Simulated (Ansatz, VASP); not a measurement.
# Two plane-wave programs on Ca

Contents of INCAR:

```
  PREC = Accurate
  ENCUT = 520
  EDIFF = 1E-6
  ISMEAR = -1
  SIGMA = 0.1
  LREAL = F
  LASPH = T
  NELM = 80
  ALGO = Normal
  ISIF = 2
  LWAVE = F
  LCHARG = F
  GGA = PE
  NBANDS = 28
```

File KPOINTS:

```
Automatic mesh
0
Gamma
  11 11 3
```

POSCAR

```
Ca
1.0
    3.9569119574      0.0000000000      0.0000000000
   -1.9784559787      3.4267862757      0.0000000000
    0.0000000000      0.0000000000     12.9786589608
Ca
4
Direct
    0.0000000000      0.0000000000      0.0000000000
    0.0000000000      0.0000000000      0.5000000000
    0.3333333333      0.6666666667      0.2500000000
    0.6666666667      0.3333333333      0.7500000000
```

Input for Ansatz:

```yaml
crystal:
  lattice:
    - [3.9569119574, 0.0, 0.0]
    - [-1.9784559787, 3.4267862757, 0.0]
    - [0.0, 0.0, 12.9786589608]
  atoms:
    - { symbol: Ca, position: [0.0, 0.0, 0.0] }
    - { symbol: Ca, position: [0.0, 0.0, 0.5] }
    - { symbol: Ca, position: [0.3333333333, 0.6666666667, 0.25] }
    - { symbol: Ca, position: [0.6666666667, 0.3333333333, 0.75] }
hamiltonian:
  xc: pbe
  pseudopotentials:
    kind: paw
    azcp:
      Ca: "pseudopotentials/Ca.paw.azcp"
basis:
  ecutwfc: 420
  fft_grid_basis: typed
kpoints:
  mp_grid: { grid: [11, 11, 3], shift: [0, 0, 0] }
magnetization:
  spin_polarized: false
scf:
  occupations: { method: fermi_dirac, width: 0.1 }
  lower_state_search: "off"
output:
  stress: true
```

Alike in both runs: task single point; functional PBE; k mesh 11 × 11 × 3; occupations fermi-dirac, width 0.1 eV; no spin polarisation.

|  | VASP | Ansatz |
| --- | --- | --- |
| version | VASP 6.6.1 | Ansatz 0.2.0 |
| potentials or method | VASP PAW PBE potentials, release 64 (Ca_sv), cutoff 520 eV | plane waves (420 eV) with PAW, scalar-relativistic |
| valence electrons in the cell | 40 | 40 |

|  | VASP | Ansatz | Ansatz less VASP |
| --- | --- | --- | --- |
| pressure (GPa) | -0.6 | -0.6 | -0.01 |

With one functional, cell and mesh, what is left measures potentials, basis and numerics.
